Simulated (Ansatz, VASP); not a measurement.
MgO: VASP beside Ansatz

Contents of POSCAR:

```
MgO
1.0
    0.0000000000      2.1258429397      2.1258429397
    2.1258429397      0.0000000000      2.1258429397
    2.1258429397      2.1258429397      0.0000000000
Mg O
1 1
Direct
    0.0000000000      0.0000000000      0.0000000000
    0.5000000000      0.5000000000      0.5000000000
```

INCAR.step1

```
PREC = Accurate ; ENCUT = 660
ISMEAR = 0 ; SIGMA = 0.01
LREAL = False ; LASPH = True
NELM = 120 ; NBANDS = 11
GGA = PE ; ALGO = Normal
EDIFF = 1E-5 ; LWAVE = True
LCHARG = False ; GGA_COMPAT = False
```

Contents of INCAR.step2:

```
PREC = Accurate ; ENCUT = 660
EDIFF = 1E-6 ; ISMEAR = 0
SIGMA = 0.01 ; LREAL = False
LASPH = True ; NELM = 120
ALGO = Normal ; ISIF = 2
LWAVE = False ; LCHARG = True
METAGGA = R2SCAN ; LMIXTAU = True
LELF = True ; LVHAR = True
NBANDS = 11 ; ISTART = 1
GGA_COMPAT = False
```

The input KPOINTS:

```
regular mesh
0
Gamma
  10 10 10
```

Input for Ansatz:

```yaml
crystal:
  lattice:
    - [0.0, 2.1258429397, 2.1258429397]
    - [2.1258429397, 0.0, 2.1258429397]
    - [2.1258429397, 2.1258429397, 0.0]
  atoms:
    - { symbol: Mg, position: [0.0, 0.0, 0.0] }
    - { symbol: O, position: [0.5, 0.5, 0.5] }
scf:
  occupations: { method: fixed }
output:
  forces: true
  stress: true
  eigenvalues: true
  write_density: true
  write_potential: true
  elf: true
  volumetric_format: npy
hamiltonian:
  xc: r2scan
basis:
  ecutwfc: 700
kpoints:
  mp_grid: { grid: [10, 10, 10] }
```

Alike in both runs: task single point; functional r2SCAN; k mesh 10 × 10 × 10; no spin polarisation.

```csv
,VASP,Ansatz
version,VASP 6.6.1,Ansatz 0.2.0
potentials or method,"VASP PAW PBE potentials, release 64 (Mg, O), cutoff 660 eV","scalar-relativistic, plane waves, PAW"
occupations,"gaussian, width 0.01 eV",fixed
valence electrons in the cell,8,16
```

```csv
,VASP,Ansatz,Ansatz less VASP
gap on the k mesh at the Fermi level (eV),5.33,5.35,+0.021
least direct gap on the mesh (eV),5.33,5.35,+0.021
pressure (GPa),-6.6,-5.2,+1.40
```

VASP's potentials were made for PBE, not for r2SCAN. VASP's potentials hold 8 valence electrons a cell and Ansatz's 16, so a difference there can come from the potentials and not from the codes.
